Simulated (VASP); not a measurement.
# P (Cmce) in VASP: a series of runs

The runs below take P through single point, with PBE+D3(BJ).

All numbers are computed with VASP 6.6.1; they aren't measurements. Logs are shortened: lines on timing, memory, paths and dates and some standing lists are left out, and cuts for length are marked.

### Step 1. The cell of the first run

The structure is orthorhombic, space group Cmce (No. 64). Conventional cell: a = 3.323 Å, b = 10.192 Å, c = 4.084 Å, α = 90.00°, β = 90.00°, γ = 90.00°. P (site symmetry m) has 3 P at 2.23 to 2.25 Å within 2.9 Å.

### Step 2. Single point, PBE+D3(BJ) (strain along c alone, the other axes held: -2.0 %, then relaxed in part)

The input, INCAR:

```
SYSTEM = P
PREC = Accurate
ENCUT = 520
EDIFF = 1E-7
ISMEAR = 0
SIGMA = 0.1
LREAL = .False.
LASPH = .True.
NELM = 60
ALGO = Normal
ISIF = 2
LWAVE = .False.
LCHARG = .False.
GGA = PE
IVDW = 12
NBANDS = 30
```

The input, KPOINTS:

```
regular mesh
0
Gamma
  10 4 8
  0 0 0
```

The input, POSCAR:

```
P
1.0
    3.3225242949      0.0000000000      0.0000000000
    0.0000000000     10.1915207697      0.0000000000
    0.0000000000      0.0000000000      4.0835248816
P
8
Direct
    0.0000000000      0.8930536676      0.9314500365
    0.5000000000      0.8930536676      0.5685499635
    0.5000000000      0.6069463324      0.0685499635
    0.0000000000      0.6069463324      0.4314500365
    0.5000000000      0.3930536676      0.9314500365
    0.0000000000      0.3930536676      0.5685499635
    0.0000000000      0.1069463324      0.0685499635
    0.5000000000      0.1069463324      0.4314500365
```

Potentials or basis: VASP PAW PBE potentials, release 64 (P).

Started as:

```console
$ cat potpaw_PBE.64/P/POTCAR > POTCAR
$ mpirun -np 1 vasp_std > vasp.out
```

OUTCAR:

```text
SYSTEM = P
   PREC = Accurate
   ENCUT = 520
   EDIFF = 1E-7
   ISMEAR = 0
   LREAL = .False.
   LASPH = .True.
   NELM = 60
   ISIF = 2
   GGA = PE
   IVDW = 12
 IVDW          = 12

 ion  position               nearest neighbor table
   1  0.000  0.893  0.931-   2 2.23   2 2.23   7 2.25
   2  0.500  0.893  0.569-   1 2.23   1 2.23   8 2.25
   3  0.500  0.607  0.069-   4 2.23   4 2.23   5 2.25
   4  0.000  0.607  0.431-   3 2.23   3 2.23   6 2.25
   5  0.500  0.393  0.931-   6 2.23   6 2.23   3 2.25
   6  0.000  0.393  0.569-   5 2.23   5 2.23   4 2.25
   7  0.000  0.107  0.069-   8 2.23   8 2.23   1 2.25
   8  0.500  0.107  0.431-   7 2.23   7 2.23   2 2.25

  LATTYP: Found a simple orthorhombic cell.
 ALAT       =     3.3225242949
 B/A-ratio  =     1.2290428960
 C/A-ratio  =     3.0674029338

  Lattice vectors:

 A1 = (  -3.3225242949,   0.0000000000,   0.0000000000)
 A2 = (   0.0000000000,   0.0000000000,   4.0835248816)
 A3 = (   0.0000000000,  10.1915207697,   0.0000000000)

Analysis of symmetry for initial positions (statically):
=====================================================================
 Subroutine PRICEL returns following result:

  LATTYP: Found a base centered orthorhombic cell.
 ALAT       =     3.3225242949
 B/A-ratio  =     3.0674029338
 C/A-ratio  =     1.2290428960

  Lattice vectors:

 A1 = (  -1.6612621475,   5.0957603849,   0.0000000000)
 A2 = (  -1.6612621474,  -5.0957603849,   0.0000000000)
 A3 = (   0.0000000000,   0.0000000000,   4.0835248816)

   2 primitive cells build up your supercell.

 Routine SETGRP: Setting up the symmetry group for a
 simple orthorhombic supercell.

 Subroutine GETGRP returns: Found  8 space group operations
 (whereof  4 operations were pure point group operations)
 out of a pool of  8 trial point group operations.

The static configuration has the point symmetry C_2h.
 The point group associated with its full space group is D_2h.

Analysis of symmetry for dynamics (positions and initial velocities):
=====================================================================
 Subroutine PRICEL returns following result:

  LATTYP: Found a base centered orthorhombic cell.
 ALAT       =     3.3225242949
 B/A-ratio  =     3.0674029338
 C/A-ratio  =     1.2290428960

  Lattice vectors:

 A1 = (  -1.6612621475,   5.0957603849,   0.0000000000)
 A2 = (  -1.6612621474,  -5.0957603849,   0.0000000000)
 A3 = (   0.0000000000,   0.0000000000,   4.0835248816)

   2 primitive cells build up your supercell.

 Routine SETGRP: Setting up the symmetry group for a
 simple orthorhombic supercell.

 Subroutine GETGRP returns: Found  8 space group operations
 (whereof  4 operations were pure point group operations)
 out of a pool of  8 trial point group operations.

The dynamic configuration has the point symmetry C_2h.
 The point group associated with its full space group is D_2h.

 Subroutine INISYM returns: Found  8 space group operations
 (whereof  4 operations are pure point group operations),
 and found     2 'primitive' translations

----------------------------------------------------------------------------------------

                                     Primitive cell

  volume of cell :      69.1373

  direct lattice vectors                    reciprocal lattice vectors
    -1.661262147  5.095760385  0.000000000    -0.300975978  0.098120783  0.000000000
    -1.661262147 -5.095760385  0.000000000    -0.300975978 -0.098120783  0.000000000
     0.000000000  0.000000000  4.083524882     0.000000000  0.000000000  0.244886472

  length of vectors
     5.359716954  5.359716954  4.083524882     0.316566308  0.316566308  0.244886472

  position of ions in fractional coordinates (direct lattice)
     0.893053668  0.106946332  0.931450037
     0.393053668  0.606946332  0.568549963
     0.106946332  0.893053668  0.068549963
     0.606946332  0.393053668  0.431450037

  ion indices of the primitive-cell ions
   primitive index   ion index
                 1           1
                 2           2
                 3           7
                 4           4

----------------------------------------------------------------------------------------

 KPOINTS: regular mesh

Automatic generation of k-mesh.
 Grid dimensions read from file:
 generate k-points for:   10    4    8

 Generating k-lattice:

  Cartesian coordinates                     Fractional coordinates (reciprocal lattice)
     0.030097598  0.000000000  0.000000000     0.100000000  0.000000000  0.000000000
     0.000000000  0.024530196  0.000000000     0.000000000  0.250000000  0.000000000
     0.000000000  0.000000000  0.030610809     0.000000000  0.000000000  0.125000000

  Length of vectors
     0.030097598  0.024530196  0.030610809

  Shift w.r.t. Gamma in fractional coordinates (k-lattice)
     0.000000000  0.000000000  0.000000000

 Subroutine IBZKPT returns following result:
 ===========================================

 Found     90 irreducible k-points:

 Following reciprocal coordinates:
            Coordinates               Weight
  0.000000  0.000000  0.000000      1.000000
  0.100000  0.000000  0.000000      2.000000
  0.200000  0.000000  0.000000      2.000000
  0.300000  0.000000  0.000000      2.000000
  0.400000  0.000000  0.000000      2.000000
  0.500000  0.000000  0.000000      1.000000
[... 16 lines left out ...]
  0.400000  0.000000  0.125000      4.000000
  0.500000  0.000000  0.125000      2.000000
 [... further k-points ...]
   k-points           NKPTS =     90   k-points in BZ     NKDIM =     90   number of bands    NBANDS=     30
   number of dos      NEDOS =    301   number of ions     NIONS =      8
   total plane-waves  NPLWV =  67200
   dimension x,y,z NGX =    28 NGY =   80 NGZ =   30
   dimension x,y,z NGXF=    56 NGYF=  160 NGZF=   60
   ions per type =               8
   NGX,Y,Z   is equivalent  to a cutoff of  14.01, 13.05, 12.21 a.u.
   NGXF,Y,Z  is equivalent  to a cutoff of  28.02, 26.10, 24.43 a.u.
 SYSTEM =  P
   PREC   = accura    normal or accurate (medium, high low for compatibility)
   ISTART =      0    job   : 0-new  1-cont  2-samecut
   ICHARG =      2    charge: 1-file 2-atom 10-const
   ISPIN  =      1    spin polarized calculation?
   LNONCOLLINEAR =      F non collinear calculations
   LSORBIT =      F    spin-orbit coupling
   LASPH  =      T    aspherical Exc in radial PAW
   ENCUT  =  520.0 eV  38.22 Ry    6.18 a.u.   6.18 18.95  7.59*2*pi/ulx,y,z
   NELM   =     60;   NELMIN=  2; NELMDL= -5     # of ELM steps
   EDIFF  = 0.1E-06   stopping-criterion for ELM
   LREAL  =      F    real-space projection
   EDIFFG = 0.1E-05   stopping-criterion for IOM
   NSW    =      0    number of steps for IOM
   IBRION =     -1    ionic relax: 0-MD 1-quasi-New 2-CG
   NFREE  =      0    steps in history (QN), initial steepest desc. (CG)
   ISIF   =      2    stress and relaxation
   ISYM   =      2    0-nonsym 1-usesym 2-fastsym
   POTIM  = 0.5000    time-step for ionic-motion
   TEBEG  =    0.0;   TEEND  =   0.0 temperature during run
   PSTRESS=    0.0 pullay stress
   NELECT =      40.0000    total number of electrons
   NUPDOWN=      -1.0000    fix difference up-down
   EMIN   =  10.00;   EMAX   =-10.00  energy-range for DOS
   EFERMI =   0.00;   METHOD = LEGACY
   ISMEAR =     0;   SIGMA  =   0.10  broadening in eV -4-tet -1-fermi 0-gaus
   EFERMI_NEDOS =   21; number of points for ismear=-14 and -15
   IALGO  =     38    algorithm
   IMIX   =      4    mixing-type and parameters
     AMIX     =   0.40;   BMIX     =  1.00
     AMIX_MAG =   1.60;   BMIX_MAG =  1.00
  volume/ion in A,a.u.               =      17.28       116.64
  Fermi-wavevector in a.u.,A,eV,Ry     =   1.082715  2.046034 15.949717  1.172271
  Thomas-Fermi vector in A             =   2.218763
   LORBIT       =      0    0 simple, 1 ext, 2 COOP (PROOUT), +10 PAW based schemes
   GGA     = PE    functional components
   LHFCALC =     F    Hartree Fock is set to
   AEXX    =    0.0000 exact exchange contribution
   IVDW    =    12    specifies the selected vdW correction
   LEPSILON=     F    determine dielectric tensor
   LRPA    =     F    only Hartree local field effects (RPA)
 non-spin polarized calculation
 Gauss-broadening in eV      SIGMA  =   0.10
  energy-cutoff  :      520.00
  volume of cell :      138.27
 maximum number of plane-waves:      3756
 NGX is ok and might be reduce to    28
   NGX = 13   NGY = 37   NGZ = 15

 number of electron      39.9999993 magnetization

 Free energy of the ion-electron system (eV)
  ---------------------------------------------------
  ext. energy  EPLUGINS =         0.00000000
  ---------------------------------------------------
  free energy    TOTEN  =       -42.67705970 eV

  energy without entropy =      -42.67388421  energy(sigma->0) =      -42.67547196

 E-fermi :   7.6857     XC(G=0): -10.3691

 val. band max:        7.6678548114   @ k =   0.4000   0.2500   0.0000
 cond. band min:       7.7191683451   @ k =   0.1000   0.2500   0.0000
 fundamental gap:      0.0513135337
 Fermi energy:         7.6857004465

 k-point     1 :       0.0000    0.0000    0.0000
  band No.  band energies     occupation
      1      -8.4573      2.00000
      2      -8.0860      2.00000
      3      -5.9876      2.00000
      4      -5.0304      2.00000
      5      -1.3374      2.00000
      6      -1.1615      2.00000
[... 22 lines left out ...]
     29      13.1995      0.00000
     30      13.4381      0.00000

 k-point     2 :       0.1000    0.0000    0.0000
  band No.  band energies     occupation
      1      -8.3371      2.00000
      2      -7.9673      2.00000
      3      -5.8637      2.00000
      4      -4.9084      2.00000
      5      -1.4767      2.00000
      6      -1.3601      2.00000
[... 718 lines left out ...]
 k-point    24 :       0.5000    0.0000    0.1250
  band No.  band energies     occupation
      1      -5.4744      2.00000
      2      -5.4744      2.00000
      3      -5.1707      2.00000
      4      -5.1707      2.00000
      5      -2.8978      2.00000
      6      -2.8978      2.00000
[... 22 lines left out ...]
     29      10.6542      0.00000
     30      10.6542      0.00000

 [... further k-points ...]

------------------------ aborting loop because EDIFF is reached ----------------------------------------

 Edisp (eV)   -3.25141

 E8    (eV) :    -1.2309

  FORCE on cell =-STRESS in cart. coord.  units (eV):
  Direction    XX          YY          ZZ          XY          YZ          ZX
  --------------------------------------------------------------------------------------
  -------------------------------------------------------------------------------------
  Total       0.48664    -0.49142     0.46821     0.00000     0.00000     0.00000
  in kB       5.63870    -5.69407     5.42512     0.00000     0.00000     0.00000
  external pressure =        1.79 kB  Pullay stress =        0.00 kB

 VOLUME and BASIS-vectors are now :
 -----------------------------------------------------------------------------
  energy-cutoff  :      520.00
  volume of cell :      138.27
      direct lattice vectors                 reciprocal lattice vectors
     3.322524295  0.000000000  0.000000000     0.300975978  0.000000000  0.000000000
     0.000000000 10.191520770  0.000000000     0.000000000  0.098120783  0.000000000
     0.000000000  0.000000000  4.083524882     0.000000000  0.000000000  0.244886472

 POSITION                                       TOTAL-FORCE (eV/Angst)
 -----------------------------------------------------------------------------------
      0.00000      9.10158      3.80360        -0.000000      0.043580     -0.042977
      1.66126      9.10158      2.32169         0.000000      0.043580      0.042977
      1.66126      6.18571      0.27993        -0.000000     -0.043580      0.042977
      0.00000      6.18571      1.76184         0.000000     -0.043580     -0.042977
      1.66126      4.00581      3.80360        -0.000000      0.043580     -0.042977
      0.00000      4.00581      2.32169         0.000000      0.043580      0.042977
      0.00000      1.08995      0.27993         0.000000     -0.043580      0.042977
      1.66126      1.08995      1.76184        -0.000000     -0.043580     -0.042977
 -----------------------------------------------------------------------------------
    total drift:                               -0.000000      0.000000     -0.000000

  FREE ENERGIE OF THE ION-ELECTRON SYSTEM (eV)
  ---------------------------------------------------
  free  energy   TOTEN  =       -45.9284673376 eV

  energy  without entropy=      -45.9252918520  energy(sigma->0) =      -45.92687959
```

It took 7.6 min on 1 thread of Oxide Virtual Turin-like, shared host; peak memory 0.37 GiB.

Results:

```yaml
Free_energy: -45.9285 eV
Pressure: 0.2 GPa
Largest_force: 0.061 eV/Å
Band_gap_on_the_k_mesh: zero (bands 20 and 21 overlap by 0.31 eV)
Dispersion_energy_per_atom: -0.406 eV
```

Forces on the atoms (eV/Å):
```
P    0.000  0.044 -0.043
P    0.000  0.044  0.043
P    0.000 -0.044  0.043
P    0.000 -0.044 -0.043
P    0.000  0.044 -0.043
P    0.000  0.044  0.043
P    0.000 -0.044  0.043
P    0.000 -0.044 -0.043
```

Levels at points of the mesh, in eV from the Fermi level:
| k point | band 18 | band 19 | band 20 | band 21 | band 22 | band 23 |
| --- | --- | --- | --- | --- | --- | --- |
| (0.00, 0.00, 0.00) | -2.05 | -1.35 | -0.61 | 0.39 | 0.64 | 1.11 |
| (0.50, 0.00, 0.00) | -2.97 | -2.10 | -2.10 | 0.45 | 0.45 | 0.85 |
| (0.00, 0.50, 0.00) | -2.48 | -0.42 | -0.42 | 0.73 | 0.73 | 1.05 |
| (0.50, 0.50, 0.00) | -2.69 | -2.69 | -2.69 | 0.68 | 0.68 | 0.68 |
| (0.00, 0.00, 0.50) | -1.19 | -0.79 | -0.79 | 1.21 | 1.21 | 1.44 |
| (0.50, 0.00, 0.50) | -2.64 | -2.64 | -2.64 | 2.34 | 2.34 | 2.34 |
| (0.00, 0.50, 0.50) | -0.92 | -0.92 | -0.92 | 1.56 | 1.56 | 1.56 |
| (0.50, 0.50, 0.50) | -2.24 | -2.24 | -2.24 | 1.51 | 1.51 | 1.51 |

Caveat: the cell differs from its parent crystal (strain along c alone, the other axes held: -2.0 %, then relaxed in part).

### Step 3. Single point, PBE+D3(BJ)

This run uses another cell than the first one, of 17.64 Å³/atom.

INCAR: that of step 2 with these lines changed.

```diff
@@ -3,3 +3,3 @@
 ENCUT = 520
-EDIFF = 1E-7
+EDIFF = 1E-6
 ISMEAR = 0
@@ -8,3 +8,3 @@
 LASPH = .True.
-NELM = 60
+NELM = 80
 ALGO = Normal
```

KPOINTS is that of step 2.

The input, POSCAR:

```
P
1.0
    3.3225242949      0.0000000000      0.0000000000
    0.0000000000     10.1915207697      0.0000000000
    0.0000000000      0.0000000000      4.1668621241
P
8
Direct
    0.0000000000      0.8936196577      0.9280971978
    0.5000000000      0.8936196577      0.5719028022
    0.5000000000      0.6063803423      0.0719028022
    0.0000000000      0.6063803423      0.4280971978
    0.5000000000      0.3936196577      0.9280971978
    0.0000000000      0.3936196577      0.5719028022
    0.0000000000      0.1063803423      0.0719028022
    0.5000000000      0.1063803423      0.4280971978
```

Potentials or basis: VASP PAW PBE potentials, release 64 (P).

Started as:

```console
$ cat potpaw_PBE.64/P/POTCAR > POTCAR
$ mpirun -np 1 vasp_std > vasp.out
```

Run time: 5.7 min. Hardware: 1 thread of Oxide Virtual Turin-like, shared host; peak memory 0.38 GiB.

Results (log left out):

```
Free energy                : -45.9375 eV
Pressure                   : -0.4 GPa
Largest force              : 0.058 eV/Å
Band gap on the k mesh     : zero (bands 20 and 21 overlap by 0.14 eV)
Dispersion energy per atom : -0.398 eV
```

Forces in eV/Å, atoms in the order of the input:
```
P    0.000  0.037 -0.045
P    0.000  0.037  0.045
P    0.000 -0.037  0.045
P    0.000 -0.037 -0.045
P    0.000  0.037 -0.045
P    0.000  0.037  0.045
P    0.000 -0.037  0.045
P    0.000 -0.037 -0.045
```

Levels at points of the mesh, in eV from the Fermi level:
```
           k point  band 16  band 17  band 18  band 19  band 20  band 21  band 22  band 23  band 24  band 25
(0.00, 0.00, 0.00)    -2.72    -2.23    -1.88    -1.44    -0.42     0.40     0.60     0.97     1.18     1.84
(0.50, 0.00, 0.00)    -3.30    -3.04    -3.04    -2.17    -2.17     0.44     0.44     0.96     0.96     0.98
(0.00, 0.50, 0.00)    -3.01    -2.46    -2.46    -0.50    -0.50     0.75     0.75     1.07     1.07     2.26
(0.50, 0.50, 0.00)    -3.27    -2.73    -2.73    -2.73    -2.73     0.74     0.74     0.74     0.74     1.03
(0.00, 0.00, 0.50)    -2.48    -1.31    -1.31    -0.94    -0.94     1.27     1.27     1.40     1.40     2.15
(0.50, 0.00, 0.50)    -5.27    -2.55    -2.55    -2.55    -2.55     2.33     2.33     2.33     2.33     4.52
(0.00, 0.50, 0.50)    -3.19    -1.05    -1.05    -1.05    -1.05     1.52     1.52     1.52     1.52     2.42
(0.50, 0.50, 0.50)    -5.81    -2.17    -2.17    -2.17    -2.17     1.55     1.55     1.55     1.55     4.68
```

The gap in the log of VASP goes by the Fermi energy; the results here count the filled bands.